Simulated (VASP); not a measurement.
Runs of VASP 6.6.1 on SnTe2. Symmetry: Fm-3m, No. 225, cubic system. The conventional cell has a = 7.402 Å, b = 7.402 Å, c = 7.402 Å, α = 90.00°, β = 90.00°, γ = 90.00°. Sn (site symmetry m-3m) has 8 Te at 3.21 Å within 4.2 Å. Within 4.2 Å of Te (site symmetry -43m) lie 4 Sn at 3.21 Å and 6 Te at 3.70 Å. 

| level | potentials or basis | spin | smearing | grid for exact exchange (PRECFOCK) | share of exact exchange | screening parameter | gap on the mesh (eV) | pressure (GPa) |
| --- | --- | --- | --- | --- | --- | --- | --- | --- |
| r2SCAN | VASP PAW PBE potentials, release 64 (Sn_d, Te) | off | gaussian 0.2 eV | - | - | - | none | (b) |
| PBE-based screened hybrid with 50 % exact exchange | VASP PAW PBE potentials, release 64 (Sn_d, Te) | off | fermi-dirac 0.02 eV | Normal | 0.5 | 0.1 1/Å | none | -2.8 |
| PBEsol | VASP PAW PBE potentials, release 64 (Sn_d, Te) | off | fermi-dirac 0.02 eV | - | - | - | none | -1.4 |
| PBE-based global hybrid with 5 % exact exchange | VASP PAW PBE potentials, release 64 (Sn_d, Te) | off | fermi-dirac 0.02 eV | Normal | 0.05 | - | none | (a) |
| r2SCAN | VASP PAW PBE potentials, release 64 (Sn_d, Te) | collinear | fermi-dirac 0.02 eV | - | - | - | none | 0.2 |
| LDA | VASP PAW LDA potentials, release 64 (Sn_d, Te) | off | fermi-dirac 0.02 eV | - | - | - | none | -2.3 |
| r2SCAN | VASP PAW PBE potentials, release 64 (Sn_d, Te) | off | fermi-dirac 0.001 eV | - | - | - | none | 0.5 |
| PBE-based screened hybrid with 20 % exact exchange | VASP PAW PBE potentials, release 64 (Sn_d, Te) | off | fermi-dirac 0.02 eV | Normal | 0.2 | 0.5 1/Å | none | 0.2 |
| r2SCAN+D3(BJ) | VASP PAW PBE potentials, release 64 (Sn_d, Te) | off | fermi-dirac 0.02 eV | - | - | - | none | -0.5 |
| r2SCAN | VASP PAW PBE potentials, release 64 (Sn_d, Te) | off | methfessel-paxton 0.05 eV | - | - | - | none | 0.5 |

Alike in all rows: task single point; cell as given; k mesh 4 × 4 × 4; cutoff (eV) 520.

Question: Fill in the values left out.

Answer: (a) 0.6; (b) 0.3.

Caveats: all runs use coarse meshes; spin-orbit coupling is left out, which moves the levels of the heavy elements; the PAW data sets were made with another functional, which shifts forces and pressure a little (at least some runs).

A k mesh can miss the band edges, and the runs leave out spin-orbit coupling on Sn, Te.

A gap of «none» marks levels without a gap at the run's occupations.
